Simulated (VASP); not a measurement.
# AlAu (Pm-3m) in VASP: a series of runs

Runs on AlAu. Level: LDA. Tasks: single point.

All numbers are computed with VASP 6.6.1; they aren't measurements. Logs are shortened: lines on timing, memory, paths and dates and some standing lists are left out, and cuts for length are marked.

### Step 1. The cell of the first run

It takes space group Pm-3m (No. 221, cubic). The conventional cell has a = 3.158 Å, b = 3.158 Å, c = 3.158 Å, α = 90.00°, β = 90.00°, γ = 90.00°. Al (site symmetry m-3m) has 8 Au at 2.74 Å and 6 Al at 3.16 Å within 3.6 Å. Au (site symmetry m-3m) has 8 Al at 2.74 Å and 6 Au at 3.16 Å within 3.6 Å.

### Step 2. Single point, LDA

INCAR

```
SYSTEM = AlAu
PREC     = Accurate       ! precision mode
ENCUT    = 520            ! plane-wave cutoff, eV
EDIFF    = 1E-6           ! SCF threshold, eV
ISMEAR   = 1              ! smearing method
SIGMA    = 0.1            ! smearing width, eV
LREAL    = .False.        ! projectors in reciprocal space
LASPH    = .True.         ! aspherical terms in the spheres
NELM     = 60             ! most SCF steps
ALGO     = Normal         ! electronic algorithm
ISIF     = 2              ! what is computed and relaxed
LWAVE    = .False.        ! write WAVECAR
LCHARG   = .False.        ! write CHGCAR
NBANDS   = 14             ! bands
```

KPOINTS

```
Automatic mesh
0
Gamma
  9 9 9
  0 0 0
```

POSCAR

```
AlAu
1.0
    3.1581287985      0.0000000000      0.0000000000
    0.0000000000      3.1581287985      0.0000000000
    0.0000000000      0.0000000000      3.1581287985
Al Au
1 1
Direct
    0.0000000000      0.0000000000      0.0000000000
    0.5000000000      0.5000000000      0.5000000000
```

Potentials or basis: VASP PAW LDA potentials, release 64 (Al, Au).

Launch:

```console
> cat potpaw_LDA.64/Al/POTCAR potpaw_LDA.64/Au/POTCAR > POTCAR
> mpirun -np 1 vasp_std > vasp.out
```

OUTCAR:

```text
SYSTEM = AlAu
   PREC = Accurate
   ENCUT = 520
   EDIFF = 1E-6
   ISMEAR = 1
   LREAL = .False.
   LASPH = .True.
   NELM = 60
   ISIF = 2

 ion  position               nearest neighbor table
   1  0.000  0.000  0.000-   2 2.74   2 2.74   2 2.74   2 2.74   2 2.74   2 2.74   2 2.74   2 2.74

   2  0.500  0.500  0.500-   1 2.74   1 2.74   1 2.74   1 2.74   1 2.74   1 2.74   1 2.74   1 2.74

  LATTYP: Found a simple cubic cell.
 ALAT       =     3.1581287985

  Lattice vectors:

 A1 = (   3.1581287985,   0.0000000000,   0.0000000000)
 A2 = (   0.0000000000,   3.1581287985,   0.0000000000)
 A3 = (   0.0000000000,   0.0000000000,   3.1581287985)

Analysis of symmetry for initial positions (statically):
=====================================================================
 Subroutine PRICEL returns:
 Original cell was already a primitive cell.

 Routine SETGRP: Setting up the symmetry group for a
 simple cubic supercell.

 Subroutine GETGRP returns: Found 48 space group operations
 (whereof 48 operations were pure point group operations)
 out of a pool of 48 trial point group operations.

The static configuration has the point symmetry O_h .

Analysis of symmetry for dynamics (positions and initial velocities):
=====================================================================
 Subroutine PRICEL returns:
 Original cell was already a primitive cell.

 Routine SETGRP: Setting up the symmetry group for a
 simple cubic supercell.

 Subroutine GETGRP returns: Found 48 space group operations
 (whereof 48 operations were pure point group operations)
 out of a pool of 48 trial point group operations.

The dynamic configuration has the point symmetry O_h .

 Subroutine INISYM returns: Found 48 space group operations
 (whereof 48 operations are pure point group operations),
 and found     1 'primitive' translations

----------------------------------------------------------------------------------------

                                     Primitive cell

  volume of cell :      31.4985

  direct lattice vectors                    reciprocal lattice vectors
     3.158128798  0.000000000  0.000000000     0.316643197  0.000000000  0.000000000
     0.000000000  3.158128798  0.000000000     0.000000000  0.316643197  0.000000000
     0.000000000  0.000000000  3.158128798     0.000000000  0.000000000  0.316643197

  length of vectors
     3.158128798  3.158128798  3.158128798     0.316643197  0.316643197  0.316643197

  position of ions in fractional coordinates (direct lattice)
     0.000000000  0.000000000  0.000000000
     0.500000000  0.500000000  0.500000000

  ion indices of the primitive-cell ions
   primitive index   ion index
                 1           1
                 2           2

----------------------------------------------------------------------------------------

 KPOINTS: Automatic mesh

Automatic generation of k-mesh.
 Grid dimensions read from file:
 generate k-points for:    9    9    9

 Generating k-lattice:

  Cartesian coordinates                     Fractional coordinates (reciprocal lattice)
     0.035182577  0.000000000  0.000000000     0.111111111  0.000000000  0.000000000
     0.000000000  0.035182577  0.000000000     0.000000000  0.111111111  0.000000000
     0.000000000  0.000000000  0.035182577     0.000000000  0.000000000  0.111111111

  Length of vectors
     0.035182577  0.035182577  0.035182577

  Shift w.r.t. Gamma in fractional coordinates (k-lattice)
     0.000000000  0.000000000  0.000000000

 Subroutine IBZKPT returns following result:
 ===========================================

 Found     35 irreducible k-points:

 Following reciprocal coordinates:
            Coordinates               Weight
  0.000000  0.000000  0.000000      1.000000
  0.111111  0.000000  0.000000      6.000000
  0.222222  0.000000  0.000000      6.000000
  0.333333  0.000000  0.000000      6.000000
  0.444444  0.000000  0.000000      6.000000
  0.111111  0.111111  0.000000     12.000000
[... 16 lines left out ...]
  0.333333  0.333333  0.111111     24.000000
  0.444444  0.333333  0.111111     48.000000
 [... further k-points ...]
   k-points           NKPTS =     35   k-points in BZ     NKDIM =     35   number of bands    NBANDS=     14
   number of dos      NEDOS =    301   number of ions     NIONS =      2
   total plane-waves  NPLWV =  13824
   dimension x,y,z NGX =    24 NGY =   24 NGZ =   24
   dimension x,y,z NGXF=    48 NGYF=   48 NGZF=   48
   ions per type =               1   1
   NGX,Y,Z   is equivalent  to a cutoff of  12.63, 12.63, 12.63 a.u.
   NGXF,Y,Z  is equivalent  to a cutoff of  25.27, 25.27, 25.27 a.u.
 SYSTEM =  AlAu
   PREC   = accura    normal or accurate (medium, high low for compatibility)
   ISTART =      0    job   : 0-new  1-cont  2-samecut
   ICHARG =      2    charge: 1-file 2-atom 10-const
   ISPIN  =      1    spin polarized calculation?
   LNONCOLLINEAR =      F non collinear calculations
   LSORBIT =      F    spin-orbit coupling
   LASPH  =      T    aspherical Exc in radial PAW
   ENCUT  =  520.0 eV  38.22 Ry    6.18 a.u.   5.87  5.87  5.87*2*pi/ulx,y,z
   NELM   =     60;   NELMIN=  2; NELMDL= -5     # of ELM steps
   EDIFF  = 0.1E-05   stopping-criterion for ELM
   LREAL  =      F    real-space projection
   EDIFFG = 0.1E-04   stopping-criterion for IOM
   NSW    =      0    number of steps for IOM
   IBRION =     -1    ionic relax: 0-MD 1-quasi-New 2-CG
   NFREE  =      0    steps in history (QN), initial steepest desc. (CG)
   ISIF   =      2    stress and relaxation
   ISYM   =      2    0-nonsym 1-usesym 2-fastsym
   POTIM  = 0.5000    time-step for ionic-motion
   TEBEG  =    0.0;   TEEND  =   0.0 temperature during run
   PSTRESS=    0.0 pullay stress
   NELECT =      14.0000    total number of electrons
   NUPDOWN=      -1.0000    fix difference up-down
   EMIN   =  10.00;   EMAX   =-10.00  energy-range for DOS
   EFERMI =   0.00;   METHOD = LEGACY
   ISMEAR =     1;   SIGMA  =   0.10  broadening in eV -4-tet -1-fermi 0-gaus
   EFERMI_NEDOS =   21; number of points for ismear=-14 and -15
   IALGO  =     38    algorithm
   IMIX   =      4    mixing-type and parameters
     AMIX     =   0.40;   BMIX     =  1.00
     AMIX_MAG =   1.60;   BMIX_MAG =  1.00
  volume/ion in A,a.u.               =      15.75       106.28
  Fermi-wavevector in a.u.,A,eV,Ry     =   1.249360  2.360948 21.237347  1.560901
  Thomas-Fermi vector in A             =   2.383404
   LORBIT       =      0    0 simple, 1 ext, 2 COOP (PROOUT), +10 PAW based schemes
   GGA     = CA    functional components
   LHFCALC =     F    Hartree Fock is set to
   AEXX    =    0.0000 exact exchange contribution
   IVDW    =     0    specifies the selected vdW correction
   LEPSILON=     F    determine dielectric tensor
   LRPA    =     F    only Hartree local field effects (RPA)
 non-spin polarized calculation
 Methfessel and Paxton  Order N= 1 SIGMA  =   0.10
  energy-cutoff  :      520.00
  volume of cell :       31.50
 maximum number of plane-waves:       861
 NGX is ok and might be reduce to    24
   NGX = 11   NGY = 11   NGZ = 11

 number of electron      14.0000003 magnetization

 Free energy of the ion-electron system (eV)
  ---------------------------------------------------
  ext. energy  EPLUGINS =         0.00000000
  ---------------------------------------------------
  free energy    TOTEN  =        -9.22435409 eV

  energy without entropy =       -9.22419201  energy(sigma->0) =       -9.22430006

 E-fermi :  10.3029     XC(G=0): -11.9957

 val. band max:       10.2201553368   @ k =   0.3333   0.3333   0.0000
 cond. band min:      10.3524250997   @ k =   0.4444   0.4444   0.3333
 fundamental gap:      0.1322697629
 Fermi energy:        10.3029178157

 k-point     1 :       0.0000    0.0000    0.0000
  band No.  band energies     occupation
      1      -1.6098      2.00000
      2       3.2368      2.00000
      3       3.2368      2.00000
      4       5.3358      2.00000
      5       5.3358      2.00000
      6       5.3358      2.00000
      7      13.1185      0.00000
      8      13.1185      0.00000
      9      13.1185      0.00000
     10      17.5110      0.00000
     11      17.9020      0.00000
     12      17.9020      0.00000
     13      27.1446      0.00000
     14      27.1446      0.00000

 k-point     2 :       0.1111    0.0000    0.0000
  band No.  band energies     occupation
      1      -1.3989      2.00000
      2       3.2794      2.00000
      3       3.3209      2.00000
      4       5.2005      2.00000
      5       5.2005      2.00000
      6       5.3506      2.00000
      7      11.7460     -0.00000
      8      13.4481      0.00000
      9      13.4481      0.00000
     10      17.6540      0.00000
     11      17.7710      0.00000
     12      19.4077      0.00000
     13      25.4951      0.00000
     14      25.4951      0.00000

 k-point     3 :       0.2222    0.0000    0.0000
  band No.  band energies     occupation
      1      -0.7862      2.00000
      2       3.3903      2.00000
      3       3.4955      2.00000
      4       4.8873      2.00000
      5       4.8873      2.00000
      6       5.3881      2.00000
      7       9.5965      2.00000
      8      14.3437      0.00000
      9      14.3437      0.00000
     10      17.0574      0.00000
     11      18.0636      0.00000
     12      22.3471      0.00000
     13      23.2146      0.00000
     14      23.2146      0.00000
[... 324 lines left out ...]
 k-point    23 :       0.3333    0.3333    0.1111
  band No.  band energies     occupation
      1       1.6122      2.00000
      2       3.2003      2.00000
      3       4.2677      2.00000
      4       4.3692      2.00000
      5       4.9848      2.00000
      6       4.9905      2.00000
      7       9.0344      2.00000
      8      10.3540      0.24759
      9      14.4594      0.00000
     10      15.6162      0.00000
     11      19.5384      0.00000
     12      20.7894      0.00000
     13      21.0970      0.00000
     14      25.6280      0.00000

 k-point    24 :       0.4444    0.3333    0.1111
  band No.  band energies     occupation
      1       1.9825      2.00000
      2       3.1811      2.00000
      3       4.1256      2.00000
      4       4.3827      2.00000
      5       5.0552      2.00000
      6       5.9897      2.00000
      7       7.5762      2.00000
      8      11.0447     -0.00000
      9      12.8060      0.00000
     10      16.3215      0.00000
     11      18.8501      0.00000
     12      20.2353      0.00000
     13      22.4332      0.00000
     14      24.2376      0.00000

 [... further k-points ...]
[... 5 lines left out ...]
  --------------------------------------------------------------------------------------
  -------------------------------------------------------------------------------------
  Total       -0.1496190     -0.1496190     -0.1496190      0.0000000      0.0000000      0.0000000
  in kB       -7.6104068     -7.6104068     -7.6104068      0.0000000      0.0000000      0.0000000
  external PRESSURE =      -7.6104068 kB  Pullay stress =       0.0000000 kB

 VOLUME and BASIS-vectors are now :
 -----------------------------------------------------------------------------
  energy-cutoff  :      520.00
  volume of cell :       31.50
      direct lattice vectors                 reciprocal lattice vectors
     3.158128798  0.000000000  0.000000000     0.316643197  0.000000000  0.000000000
     0.000000000  3.158128798  0.000000000     0.000000000  0.316643197  0.000000000
     0.000000000  0.000000000  3.158128798     0.000000000  0.000000000  0.316643197

 POSITION                                       TOTAL-FORCE (eV/Angst)
 -----------------------------------------------------------------------------------
      0.00000      0.00000      0.00000         0.000000      0.000000      0.000000
      1.57906      1.57906      1.57906         0.000000      0.000000      0.000000
 -----------------------------------------------------------------------------------
    total drift:                                0.000000     -0.000000     -0.000000

  FREE ENERGIE OF THE ION-ELECTRON SYSTEM (eV)
  ---------------------------------------------------
  free  energy   TOTEN  =        -9.2243540893 eV

  energy  without entropy=       -9.2241920104  energy(sigma->0) =       -9.22430006
```

Run time: 4.2 s. Hardware: 1 thread of AMD EPYC 9R45 (Zen 5), shared host; peak memory 0.11 GiB.

What came out:

```yaml
Free_energy: -9.2244 eV
Pressure: -0.8 GPa
Band_gap_on_the_k_mesh: zero (band 7 reaches 13.12 eV, above the bottom of band 8 at 9.49 eV)
```

Levels at points of the mesh, in eV from the Fermi level:
```tsv
k point	band 4	band 5	band 6	band 7	band 8	band 9	band 10	band 11
(0.00, 0.00, 0.00)	-4.97	-4.97	-4.97	2.82	2.82	2.82	7.21	7.60
```

Caveat: spin-orbit coupling is left out, which moves the levels of the heavy elements.

### Step 3. Single point, LDA

This run uses another cell than the first one, of 16.25 Å³/atom, 1.032 times its volume.

INCAR

```
PREC     = Accurate       # precision mode
ENCUT    = 520            # plane-wave cutoff, eV
EDIFF    = 1E-6           # SCF threshold, eV
ISMEAR   = 1              # smearing method
SIGMA    = 0.1            # smearing width, eV
LREAL    = False          # projectors in reciprocal space
LASPH    = True           # aspherical terms in the spheres
NELM     = 60             # most SCF steps
ALGO     = Normal         # electronic algorithm
ISIF     = 2              # what is computed and relaxed
LWAVE    = False          # write WAVECAR
LCHARG   = True           # write CHGCAR
LELF     = True           # ELF
LVHAR    = True         
NBANDS   = 14             # bands
```

KPOINTS

```
Automatic mesh
0
Gamma
  9 9 9
```

POSCAR

```
AlAu
1.0
    3.1913747027      0.0000000000      0.0000000000
    0.0000000000      3.1913747027      0.0000000000
    0.0000000000      0.0000000000      3.1913747027
Al Au
1 1
Direct
    0.0000000000      0.0000000000      0.0000000000
    0.5000000000      0.5000000000      0.5000000000
```

Potentials or basis: VASP PAW LDA potentials, release 64 (Al, Au).

Launch:

```console
> cat potpaw_LDA.64/Al/POTCAR potpaw_LDA.64/Au/POTCAR > POTCAR
> mpirun -np 1 vasp_std > vasp.out
```

Wall time 4.6 s (1 thread of AMD EPYC 9R45 (Zen 5), shared host); peak memory 0.1 GiB.

Results (log left out):

```
Free energy            : -9.2068 eV
Pressure               : -4.9 GPa
Band gap on the k mesh : zero (band 7 reaches 12.63 eV, above the bottom of band 8 at 9.00 eV)
```

Levels at points of the mesh, in eV from the Fermi level:
```tsv
k point	band 3	band 4	band 5	band 6	band 7	band 8	band 9	band 10	band 11	band 12
(0.00, 0.00, 0.00)	-6.75	-4.77	-4.77	-4.77	2.88	2.88	2.88	6.92	7.61	7.61
```

Caveat: spin-orbit coupling is left out, which moves the levels of the heavy elements.

### Step 4. Single point, LDA

This run uses another cell than the first one, of 16.75 Å³/atom, 1.064 times its volume.

INCAR

```
PREC = Accurate
ENCUT = 520
EDIFF = 1E-7
ISMEAR = 1
SIGMA = 0.1
LREAL = False
LASPH = True
NELM = 80
ALGO = Normal
ISIF = 2
LWAVE = False
LCHARG = False
GGA = CA
NBANDS = 14
```

KPOINTS

```
regular mesh
0
Gamma
  9 9 9
```

POSCAR

```
AlAu
1.0
    3.2239420000      0.0000000000      0.0000000000
    0.0000000000      3.2239420000      0.0000000000
    0.0000000000      0.0000000000      3.2239420000
Al Au
1 1
Direct
    0.0000000000      0.0000000000      0.0000000000
    0.5000000000      0.5000000000      0.5000000000
```

Potentials or basis: VASP PAW LDA potentials, release 64 (Al, Au).

Launch:

```console
> cat potpaw_LDA.64/Al/POTCAR potpaw_LDA.64/Au/POTCAR > POTCAR
> mpirun -np 1 vasp_std > vasp.out
```

OUTCAR:

```text
PREC = Accurate
   ENCUT = 520
   EDIFF = 1E-7
   ISMEAR = 1
   LREAL = False
   LASPH = True
   NELM = 80
   ISIF = 2
   GGA = CA

 ion  position               nearest neighbor table
   1  0.000  0.000  0.000-   2 2.79   2 2.79   2 2.79   2 2.79   2 2.79   2 2.79   2 2.79   2 2.79

   2  0.500  0.500  0.500-   1 2.79   1 2.79   1 2.79   1 2.79   1 2.79   1 2.79   1 2.79   1 2.79

  LATTYP: Found a simple cubic cell.
 ALAT       =     3.2239420000

  Lattice vectors:

 A1 = (   3.2239420000,   0.0000000000,   0.0000000000)
[... 587 lines left out ...]
     10      15.1707      0.00000
     11      17.6523      0.00000
     12      19.0702      0.00000
     13      21.1566      0.00000
     14      22.8593      0.00000

 [... further k-points ...]
[... 5 lines left out ...]
  --------------------------------------------------------------------------------------
  -------------------------------------------------------------------------------------
  Total       -1.7076214     -1.7076214     -1.7076214      0.0000000      0.0000000     -0.0000000
  in kB      -81.6470530    -81.6470530    -81.6470530      0.0000000      0.0000000     -0.0000000
  external PRESSURE =     -81.6470530 kB  Pullay stress =       0.0000000 kB

 VOLUME and BASIS-vectors are now :
 -----------------------------------------------------------------------------
  energy-cutoff  :      520.00
  volume of cell :       33.51
      direct lattice vectors                 reciprocal lattice vectors
     3.223942000  0.000000000  0.000000000     0.310179277  0.000000000  0.000000000
     0.000000000  3.223942000  0.000000000     0.000000000  0.310179277  0.000000000
     0.000000000  0.000000000  3.223942000     0.000000000  0.000000000  0.310179277

 POSITION                                       TOTAL-FORCE (eV/Angst)
 -----------------------------------------------------------------------------------
      0.00000      0.00000      0.00000         0.000000      0.000000      0.000000
      1.61197      1.61197      1.61197         0.000000      0.000000      0.000000
 -----------------------------------------------------------------------------------
    total drift:                                0.000000     -0.000000     -0.000000

  FREE ENERGIE OF THE ION-ELECTRON SYSTEM (eV)
  ---------------------------------------------------
  free  energy   TOTEN  =        -9.1658990785 eV

  energy  without entropy=       -9.1652790638  energy(sigma->0) =       -9.16569241
```

stdout:

```text
POSCAR found type information on POSCAR AlAu
 POSCAR found :  2 types and       2 ions
 scaLAPACK will be used
 LDA part: xc-table for (Slater(with rela. corr.)+CA(PZ))
 , standard interpolation
 POSCAR, INCAR and KPOINTS ok, starting setup
 FFT: planning ... GRIDC
 FFT: planning ... GRID_SOFT
 FFT: planning ... GRID
 WAVECAR not read
 entering main loop
```

Wall time 4.8 s (1 thread of AMD EPYC 9R45 (Zen 5), shared host); peak memory 0.1 GiB.

What came out:

* Free energy: -9.1659 eV
* Pressure: -8.2 GPa
* Band gap on the k mesh: zero (band 7 reaches 12.17 eV, above the bottom of band 8 at 8.54 eV)

Caveat: spin-orbit coupling is left out, which moves the levels of the heavy elements.

### Step 5. The runs side by side

| cell | gap on the mesh (eV) | pressure (GPa) |
| --- | --- | --- |
| a = 3.158 Å, 2 atoms | none | -0.8 |
| a = 3.191 Å, 2 atoms | none | -4.9 |
| a = 3.224 Å, 2 atoms | none | -8.2 |

Alike in all rows: task single point; level LDA; potentials or basis VASP PAW LDA potentials, release 64 (Al, Au); no spin polarisation; k mesh 9 × 9 × 9; cutoff (eV) 520; smearing methfessel-paxton 0.1 eV.

Caveats: spin-orbit coupling is left out, which moves the levels of the heavy elements.

Total energies depend on the potentials used, so only differences within one code and one set of settings carry meaning.
